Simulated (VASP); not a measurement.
# Si2Ni (Fm-3m) in VASP: notebook

The runs below take Si2Ni through relaxation of cell and atoms, with PBE+U.

Program: VASP 6.6.1. These are calculated values, not measurements. Logs are shortened: lines on timing, memory, paths and dates and some standing lists are left out, and cuts for length are marked.

## 1. The cell of the first run

It takes space group Fm-3m (No. 225, cubic). The conventional cell has a = 5.406 Å, b = 5.406 Å, c = 5.406 Å, α = 90.00°, β = 90.00°, γ = 90.00°. Within 3.1 Å of Ni (site symmetry m-3m) lie 8 Si at 2.34 Å. Within 3.1 Å of Si (site symmetry -43m) lie 4 Ni at 2.34 Å and 6 Si at 2.70 Å.

## 2. Relaxation of cell and atoms, PBE+U, collinear spin, ferromagnetic start

The input, INCAR:

```
SYSTEM = Si2Ni
PREC = Accurate
ENCUT = 600
EDIFF = 1E-6
ISMEAR = -1
SIGMA = 0.05
LREAL = .False.
LASPH = .True.
NELM = 150
ALGO = Normal
ISIF = 3
LWAVE = .False.
LCHARG = .False.
ISPIN = 2
MAGMOM = 1 0 0
LORBIT = 11
LMAXMIX = 4
LDAU = .True.
LDAUTYPE = 2
LDAUL = 2 -1
LDAUU = 5 0
LDAUJ = 0 0
LDAUPRINT = 1
GGA = PE
IBRION = 2
NSW = 60
EDIFFG = -0.01
```

The input, KPOINTS:

```
regular mesh
0
Gamma
  9 9 9
  0 0 0
```

The input, POSCAR:

```
Si2Ni
1.0
    0.0000000000      2.7030000000      2.7030000000
    2.7030000000      0.0000000000      2.7030000000
    2.7030000000      2.7030000000      0.0000000000
Ni Si
1 2
Direct
    0.0000000000      0.0000000000      0.0000000000
    0.7500000000      0.7500000000      0.7500000000
    0.2500000000      0.2500000000      0.2500000000
```

Potentials or basis: VASP PAW PBE potentials, release 64 (Ni, Si).

The run is started by

```
> cat potpaw_PBE.64/Ni/POTCAR potpaw_PBE.64/Si/POTCAR > POTCAR
> mpirun -np 1 vasp_std > vasp.out
```

OUTCAR:

```text
SYSTEM = Si2Ni
   PREC = Accurate
   ENCUT = 600
   EDIFF = 1E-6
   ISMEAR = -1
   LREAL = .False.
   LASPH = .True.
   NELM = 150
   ISIF = 3
   ISPIN = 2
   LORBIT = 11
   GGA = PE
   IBRION = 2
   NSW = 60
   EDIFFG = -0.01

 ion  position               nearest neighbor table
   1  0.000  0.000  0.000-   2 2.34   2 2.34   3 2.34   3 2.34   2 2.34   2 2.34   3 2.34   3 2.34

   2  0.750  0.750  0.750-   1 2.34   1 2.34   1 2.34   1 2.34   3 2.70   3 2.70   3 2.70   3 2.70
                             3 2.70   3 2.70
   3  0.250  0.250  0.250-   1 2.34   1 2.34   1 2.34   1 2.34   2 2.70   2 2.70   2 2.70   2 2.70
                             2 2.70   2 2.70

  LATTYP: Found a face centered cubic cell.
 ALAT       =     5.4060000000

  Lattice vectors:

 A1 = (   0.0000000000,   2.7030000000,   2.7030000000)
 A2 = (   2.7030000000,   0.0000000000,   2.7030000000)
 A3 = (   2.7030000000,   2.7030000000,   0.0000000000)

Analysis of symmetry for initial positions (statically):
=====================================================================
 Subroutine PRICEL returns:
 Original cell was already a primitive cell.

 Routine SETGRP: Setting up the symmetry group for a
 face centered cubic supercell.

 Subroutine GETGRP returns: Found 48 space group operations
 (whereof 48 operations were pure point group operations)
 out of a pool of 48 trial point group operations.

The static configuration has the point symmetry O_h .

Analysis of symmetry for dynamics (positions and initial velocities):
=====================================================================
 Subroutine PRICEL returns:
 Original cell was already a primitive cell.

 Routine SETGRP: Setting up the symmetry group for a
 face centered cubic supercell.

 Subroutine GETGRP returns: Found 48 space group operations
 (whereof 48 operations were pure point group operations)
 out of a pool of 48 trial point group operations.

The dynamic configuration has the point symmetry O_h .

Analysis of structural, dynamic, and magnetic symmetry:
=====================================================================
 Subroutine PRICEL returns:
 Original cell was already a primitive cell.

 Routine SETGRP: Setting up the symmetry group for a
 face centered cubic supercell.

 Subroutine GETGRP returns: Found 48 space group operations
 (whereof 48 operations were pure point group operations)
 out of a pool of 48 trial point group operations.

The overall configuration has the point symmetry O_h .

 Subroutine INISYM returns: Found 48 space group operations
 (whereof 48 operations are pure point group operations),
 and found     1 'primitive' translations

----------------------------------------------------------------------------------------

                                     Primitive cell

  volume of cell :      39.4974

  direct lattice vectors                    reciprocal lattice vectors
     0.000000000  2.703000000  2.703000000    -0.184979652  0.184979652  0.184979652
     2.703000000  0.000000000  2.703000000     0.184979652 -0.184979652  0.184979652
     2.703000000  2.703000000  0.000000000     0.184979652  0.184979652 -0.184979652

  length of vectors
     3.822619259  3.822619259  3.822619259     0.320394156  0.320394156  0.320394156

  position of ions in fractional coordinates (direct lattice)
     0.000000000  0.000000000  0.000000000
     0.750000000  0.750000000  0.750000000
     0.250000000  0.250000000  0.250000000

  ion indices of the primitive-cell ions
   primitive index   ion index
                 1           1
                 2           2
                 3           3

----------------------------------------------------------------------------------------

 KPOINTS: regular mesh

Automatic generation of k-mesh.
 Grid dimensions read from file:
 generate k-points for:    9    9    9

 Generating k-lattice:

  Cartesian coordinates                     Fractional coordinates (reciprocal lattice)
    -0.020553295  0.020553295  0.020553295     0.111111111  0.000000000  0.000000000
     0.020553295 -0.020553295  0.020553295     0.000000000  0.111111111  0.000000000
     0.020553295  0.020553295 -0.020553295     0.000000000  0.000000000  0.111111111

  Length of vectors
     0.035599351  0.035599351  0.035599351

  Shift w.r.t. Gamma in fractional coordinates (k-lattice)
     0.000000000  0.000000000  0.000000000

 Subroutine IBZKPT returns following result:
 ===========================================

 Found     35 irreducible k-points:

 Following reciprocal coordinates:
            Coordinates               Weight
  0.000000  0.000000  0.000000      1.000000
  0.111111  0.000000  0.000000      8.000000
  0.222222  0.000000  0.000000      8.000000
  0.333333  0.000000  0.000000      8.000000
  0.444444  0.000000  0.000000      8.000000
  0.111111  0.111111  0.000000      6.000000
[... 16 lines left out ...]
 -0.333333  0.333333  0.000000     12.000000
[... 63 lines left out ...]

 number of electron      18.0000004 magnetization       0.0021120

 number of electron      18.0000004 magnetization      -0.0002409

 Free energy of the ion-electron system (eV)
  ---------------------------------------------------
  ext. energy  EPLUGINS =         0.00000000
  ---------------------------------------------------
  free energy    TOTEN  =       -14.40889763 eV

  energy without entropy =      -14.40055190  energy(sigma->0) =      -14.40472476

------------------------ aborting loop because EDIFF is reached ----------------------------------------

  FORCE on cell =-STRESS in cart. coord.  units (eV):
  Direction    XX          YY          ZZ          XY          YZ          ZX
  --------------------------------------------------------------------------------------
  -------------------------------------------------------------------------------------
  Total       -0.2818930     -0.2818930     -0.2818930      0.0000000      0.0000000      0.0000000
  in kB      -11.4347506    -11.4347506    -11.4347506      0.0000000      0.0000000      0.0000000
  external PRESSURE =     -11.4347506 kB  Pullay stress =       0.0000000 kB
[... 61 lines left out ...]
  energy  without entropy=      -14.4005745185  energy(sigma->0) =      -14.40495342

--------------------------------------- Ionic step        3  -------------------------------------------

 number of electron      18.0000005 magnetization       0.0000126

atom =   1  type =  1  l = 2

 onsite density matrix

spin component  1

  0.8569 -0.0000  0.0000 -0.0000  0.0000
 -0.0000  0.8569 -0.0000  0.0000  0.0000
  0.0000 -0.0000  0.9086 -0.0000  0.0000
 -0.0000  0.0000 -0.0000  0.8569 -0.0000
  0.0000  0.0000  0.0000 -0.0000  0.9086

spin component  2

  0.8569 -0.0000  0.0000 -0.0000  0.0000
 -0.0000  0.8569 -0.0000  0.0000  0.0000
  0.0000 -0.0000  0.9086 -0.0000  0.0000
 -0.0000  0.0000 -0.0000  0.8569 -0.0000
  0.0000  0.0000  0.0000 -0.0000  0.9086

 occupancies and eigenvectors

  o =  0.8569  v =  0.0000  0.0000  0.0000  0.0000  0.0000  0.0000  0.9950  0.0000 -0.0999 -0.0000      0.0000  0.0000  0.0000  0.0000  0.0000  0.0000  0.0000  0.0000  0.0000  0.0000
  o =  0.8569  v =  0.0000  0.0000  0.0000  0.0000  0.0000  1.0000  0.0000  0.0000  0.0000  0.0000      0.0000  0.0000  0.0000  0.0000  0.0000  0.0000  0.0000  0.0000  0.0000  0.0000
  o =  0.8569  v =  0.0000  0.0000  0.0000  0.0000  0.0000  0.0000 -0.0999 -0.0000 -0.9950 -0.0000      0.0000  0.0000  0.0000  0.0000  0.0000  0.0000  0.0000  0.0000  0.0000  0.0000
  o =  0.8569  v =  1.0000  0.0000  0.0000  0.0000  0.0000  0.0000  0.0000  0.0000  0.0000  0.0000      0.0000  0.0000  0.0000  0.0000  0.0000  0.0000  0.0000  0.0000  0.0000  0.0000
  o =  0.8569  v =  0.0000  0.5773  0.0000  0.8165  0.0000  0.0000  0.0000  0.0000  0.0000  0.0000      0.0000  0.0000  0.0000  0.0000  0.0000  0.0000  0.0000  0.0000  0.0000  0.0000
  o =  0.8569  v =  0.0000  0.8165 -0.0000 -0.5773 -0.0000  0.0000  0.0000  0.0000  0.0000  0.0000      0.0000  0.0000  0.0000  0.0000  0.0000  0.0000  0.0000  0.0000  0.0000  0.0000
  o =  0.9086  v =  0.0000  0.0000  0.0000  0.0000  0.0000  0.0000 -0.0000  0.9938 -0.0000  0.1112      0.0000  0.0000  0.0000  0.0000  0.0000  0.0000  0.0000  0.0000  0.0000  0.0000
  o =  0.9086  v =  0.0000  0.0000  0.0000  0.0000  0.0000  0.0000 -0.0000  0.1112  0.0000 -0.9938      0.0000  0.0000  0.0000  0.0000  0.0000  0.0000  0.0000  0.0000  0.0000  0.0000
  o =  0.9086  v =  0.0000 -0.0000 -0.8737  0.0000 -0.4865  0.0000  0.0000  0.0000  0.0000  0.0000      0.0000  0.0000  0.0000  0.0000  0.0000  0.0000  0.0000  0.0000  0.0000  0.0000
  o =  0.9086  v =  0.0000 -0.0000 -0.4865  0.0000  0.8737  0.0000  0.0000  0.0000  0.0000  0.0000      0.0000  0.0000  0.0000  0.0000  0.0000  0.0000  0.0000  0.0000  0.0000  0.0000

 number of electron      18.0000005 magnetization      -0.0000021

 Free energy of the ion-electron system (eV)
  ---------------------------------------------------
  ext. energy  EPLUGINS =         0.00000000
  ---------------------------------------------------
  free energy    TOTEN  =       -14.40997652 eV

  energy without entropy =      -14.40141180  energy(sigma->0) =      -14.40569416

 E-fermi :  10.2911     XC(G=0): -11.5990

 val. band max:       10.2883339413   @ k =   0.2222   0.1111   0.0000
 cond. band min:      10.3228285593   @ k =  -0.4444   0.3333   0.0000
 fundamental gap:      0.0344946180
 Fermi energy:        10.2911420550

 spin component 1

 k-point     1 :       0.0000    0.0000    0.0000
  band No.  band energies     occupation
      1      -3.3839      1.00000
      2       4.7137      1.00000
      3       4.7137      1.00000
      4       4.7137      1.00000
      5       6.0876      1.00000
      6       6.0876      1.00000
      7      10.2082      0.84017
      8      11.9356      0.00000
      9      11.9356      0.00000
     10      11.9356      0.00000
     11      12.9394      0.00000
     12      12.9394      0.00000
     13      12.9394      0.00000
     14      15.2064      0.00000
[... 833 lines left out ...]
  FREE ENERGIE OF THE ION-ELECTRON SYSTEM (eV)
  ---------------------------------------------------
  free  energy   TOTEN  =       -14.4099765160 eV

  energy  without entropy=      -14.4014117987  energy(sigma->0) =      -14.40569416

 reached required accuracy - stopping structural energy minimisation

 total charge

# of ion       s       p       d       tot
------------------------------------------
    1        0.539   0.759   8.735  10.033
    2        0.747   0.836   0.000   1.583
    3        0.747   0.836   0.000   1.583
--------------------------------------------------
tot          2.032   2.430   8.735  13.198

 magnetization (x)

# of ion       s       p       d       tot
------------------------------------------
    1        0.000  -0.000  -0.000  -0.000
    2        0.000   0.000   0.000   0.000
    3        0.000   0.000   0.000   0.000
--------------------------------------------------
tot          0.000  -0.000  -0.000  -0.000
```

It took 97 s on 1 thread of Intel Xeon 6975P-C, shared host; peak memory 0.23 GiB.

What came out:

- Free energy: -14.4100 eV
- Relaxed volume: 13.06 Å³/atom
- Relaxed cell: a = 3.813 Å, b = 3.813 Å, c = 3.813 Å, α = 60.00°, β = 60.00°, γ = 60.00°
- Space group after relaxing (to 0.05 Å): Fm-3m (No. 225)
- Energy gained by relaxing: 0.4 meV/atom
- Ionic steps: 3
- Pressure after relaxing: 0.0 GPa
- Band gap on the k mesh: zero (filled and empty bands overlap)
- Net moment: 0.00 μB per cell
- Valence electrons inside the program's atomic spheres: Ni 10.03; Si 1.58

Step by step:
```
step  energy change (eV)  largest force (eV/Å)  pressure (GPa)  volume (Å³)
   1              0.0000                0.0000           -1.14        39.50
   2             -0.0004                0.0000            0.94        38.96
   3             -0.0011                0.0000           -0.03        39.19
```

Final structure:
```yaml
crystal:
  lattice:
    - [0.00000, 2.69604, 2.69604]
    - [2.69604, 0.00000, 2.69604]
    - [2.69604, 2.69604, 0.00000]
  atoms:
    - { symbol: Ni, position: [0.00000, 0.00000, 0.00000] }
    - { symbol: Si, position: [0.75000, 0.75000, 0.75000] }
    - { symbol: Si, position: [0.25000, 0.25000, 0.25000] }
```

Levels at points of the mesh, in eV from the Fermi level:
Spin up:
| k point | band 6 | band 7 | band 8 | band 9 | band 10 | band 11 | band 12 | band 13 |
| --- | --- | --- | --- | --- | --- | --- | --- | --- |
| (0.00, 0.00, 0.00) | -4.20 | -0.08 | 1.64 | 1.64 | 1.64 | 2.65 | 2.65 | 2.65 |
Spin down:
| k point | band 6 | band 7 | band 8 | band 9 | band 10 | band 11 | band 12 | band 13 |
| --- | --- | --- | --- | --- | --- | --- | --- | --- |
| (0.00, 0.00, 0.00) | -4.20 | -0.08 | 1.64 | 1.64 | 1.64 | 2.65 | 2.65 | 2.65 |

Eigenvalues of the final occupation matrices:
| site | spin | trace | eigenvalues |
| --- | --- | --- | --- |
| site 1 d | 1 | 4.39 | 0.86 0.86 0.86 0.91 0.91 |
| site 1 d | 2 | 4.39 | 0.86 0.86 0.86 0.91 0.91 |

Caveat: the U is typed as a test and isn't derived for this compound.

## 3. Relaxation of cell and atoms, PBE+U, collinear spin, ferromagnetic start

The input, INCAR:

```
PREC = Accurate
ENCUT = 600
EDIFF = 1E-7
ISMEAR = -1
SIGMA = 0.05
LREAL = False
LASPH = True
NELM = 150
ALGO = Normal
ISIF = 3
LWAVE = False
LCHARG = False
ISPIN = 2
MAGMOM = 1 0 0
LORBIT = 11
LMAXMIX = 4
LDAU = True
LDAUTYPE = 2
LDAUL = 2 -1
LDAUU = 6 0
LDAUJ = 0 0
LDAUPRINT = 1
GGA = PE
IBRION = 2
NSW = 60
EDIFFG = -0.01
```

The input, KPOINTS:

```
regular mesh
0
Gamma
  9 9 9
```

POSCAR is that of step 2.

Potentials or basis: VASP PAW PBE potentials, release 64 (Ni, Si).

The run is started by

```
> cat potpaw_PBE.64/Ni/POTCAR potpaw_PBE.64/Si/POTCAR > POTCAR
> mpirun -np 1 vasp_std > vasp.out
```

It took 2.1 min on 1 thread of Intel Xeon 6975P-C, shared host; peak memory 0.23 GiB.

It converged, with:

- Free energy: -13.8897 eV
- Relaxed volume: 12.96 Å³/atom
- Relaxed cell: a = 3.802 Å, b = 3.802 Å, c = 3.802 Å, α = 60.00°, β = 60.00°, γ = 60.00°
- Space group after relaxing (to 0.05 Å): Fm-3m (No. 225)
- Energy gained by relaxing: 1.6 meV/atom
- Ionic steps: 3
- Pressure after relaxing: 0.0 GPa
- Band gap on the k mesh: zero (filled and empty bands overlap)
- Net moment: 0.00 μB per cell
- Valence electrons inside the program's atomic spheres: Ni 10.10; Si 1.58

The path:
```csv
step,energy change (eV),largest force (eV/Å),pressure (GPa),volume (Å³)
1,0.0000,0.0000,-2.33,39.50
2,-0.0021,0.0000,1.80,38.41
3,-0.0047,0.0000,0.01,38.87
```

Final structure:
```
CELL_PARAMETERS angstrom
0.00000 2.68854 2.68854
2.68854 0.00000 2.68854
2.68854 2.68854 0.00000
ATOMIC_POSITIONS crystal
Ni 0.00000 0.00000 0.00000
Si 0.75000 0.75000 0.75000
Si 0.25000 0.25000 0.25000
```

Levels at points of the mesh, in eV from the Fermi level:
Spin up:
| k point | band 6 | band 7 | band 8 | band 9 | band 10 | band 11 | band 12 | band 13 |
| --- | --- | --- | --- | --- | --- | --- | --- | --- |
| (0.00, 0.00, 0.00) | -4.40 | 0.02 | 1.63 | 1.63 | 1.63 | 2.72 | 2.72 | 2.72 |
Spin down:
```tsv
k point	band 5	band 6	band 7	band 8	band 9	band 10	band 11	band 12	band 13	band 14
(0.00, 0.00, 0.00)	-4.40	-4.40	0.02	1.63	1.63	1.63	2.72	2.72	2.72	4.98
```

Eigenvalues of the final occupation matrices:
```csv
site,spin,trace,eigenvalues
site 1 d,1,4.42,0.87 0.87 0.87 0.91 0.91
site 1 d,2,4.42,0.87 0.87 0.87 0.91 0.91
```

Caveat: the U is typed as a test and isn't derived for this compound. The state reached can hang on the start; a lower one may exist.

## 4. Relaxation of cell and atoms, PBE+U, collinear spin, ferromagnetic start

The input, INCAR:

```
PREC = Accurate
ENCUT = 600
EDIFF = 1E-7
ISMEAR = -1
SIGMA = 0.05
LREAL = F
LASPH = T
NELM = 150
ALGO = Normal
ISIF = 3
LWAVE = F
LCHARG = F
ISPIN = 2
MAGMOM = 1 0 0
LORBIT = 11
LMAXMIX = 4
LDAU = T
LDAUTYPE = 2
LDAUL = 2 -1
LDAUU = 8 0
LDAUJ = 0 0
LDAUPRINT = 1
GGA = PE
IBRION = 2
NSW = 60
EDIFFG = -0.01
```

The input, KPOINTS:

```
Automatic mesh
0
Gamma
  9 9 9
```

POSCAR is that of step 3.

The run is started by

```
> cat potpaw_PBE.64/Ni/POTCAR potpaw_PBE.64/Si/POTCAR > POTCAR
> mpirun -np 1 vasp_std > vasp.out
```

Run time: 1.9 min. Hardware: 1 thread of Intel Xeon 6975P-C, shared host; peak memory 0.23 GiB.

The run converged. Its results:

```yaml
Free_energy: -12.9400 eV
Relaxed_volume: 12.71 Å³/atom
Relaxed_cell: a = 3.778 Å, b = 3.778 Å, c = 3.778 Å, α = 60.00°, β = 60.00°, γ = 60.00°
Space_group_after_relaxing_to_0.05_Å: Fm-3m (No. 225)
Energy_gained_by_relaxing: 7.3 meV/atom
Ionic_steps: 3
Pressure_after_relaxing: 0.0 GPa
Band_gap_on_the_k_mesh: zero (filled and empty bands overlap)
Net_moment: 0.00 μB per cell
Valence_electrons_inside_the_program's_atomic_spheres: Ni 10.27; Si 1.59
```

Step by step:
```tsv
step	energy change (eV)	largest force (eV/Å)	pressure (GPa)	volume (Å³)
1	0.0000	0.0000	-4.96	39.50
2	-0.0103	0.0000	4.02	37.21
3	-0.0218	0.0000	0.01	38.14
```

Final structure:
```cif
data_structure
_symmetry_space_group_name_H-M 'P 1'
_symmetry_Int_Tables_number 1
_cell_length_a 3.7784
_cell_length_b 3.7784
_cell_length_c 3.7784
_cell_angle_alpha 60.000
_cell_angle_beta 60.000
_cell_angle_gamma 60.000
_cell_volume 38.14
loop_
_atom_site_label
_atom_site_type_symbol
_atom_site_fract_x
_atom_site_fract_y
_atom_site_fract_z
_atom_site_occupancy
Ni1 Ni 0.00000 0.00000 0.00000 1
Si1 Si 0.75000 0.75000 0.75000 1
Si2 Si 0.25000 0.25000 0.25000 1
```

Levels at points of the mesh, in eV from the Fermi level:
Spin up:
```tsv
k point	band 5	band 6	band 7	band 8	band 9	band 10	band 11	band 12	band 13	band 14
(0.00, 0.00, 0.00)	-4.84	-4.84	0.28	1.61	1.61	1.61	2.89	2.89	2.89	5.14
```
Spin down:
| k point | band 5 | band 6 | band 7 | band 8 | band 9 | band 10 | band 11 | band 12 | band 13 | band 14 |
| --- | --- | --- | --- | --- | --- | --- | --- | --- | --- | --- |
| (0.00, 0.00, 0.00) | -4.84 | -4.84 | 0.28 | 1.61 | 1.61 | 1.61 | 2.89 | 2.89 | 2.89 | 5.14 |

Eigenvalues of the final occupation matrices:
```
    site  spin  trace               eigenvalues
site 1 d     1   4.51  0.88 0.88 0.88 0.93 0.93
site 1 d     2   4.51  0.88 0.88 0.88 0.93 0.93
```

Caveat: the U is typed as a test and isn't derived for this compound. The state reached can hang on the start; a lower one may exist.

## 5. The runs side by side

```csv
U,gap on the mesh (eV),pressure (GPa),moment (μB),relaxed volume (Å³/atom)
Ni d U = 5.0 eV,none,0.0,0.00,13.06
Ni d U = 6.0 eV,none,0.0,0.00,12.96
Ni d U = 8.0 eV,none,0.0,0.00,12.71
```

Alike in all rows: task relaxation of cell and atoms; level PBE+U; potentials or basis VASP PAW PBE potentials, release 64 (Ni, Si); spin collinear, ferromagnetic start; cell relaxed; k mesh 9 × 9 × 9; cutoff (eV) 600; smearing fermi-dirac 0.05 eV.

Caveats: the U is typed as a test and isn't derived for this compound.

Absolute energies hang on the potentials; compare differences alone.
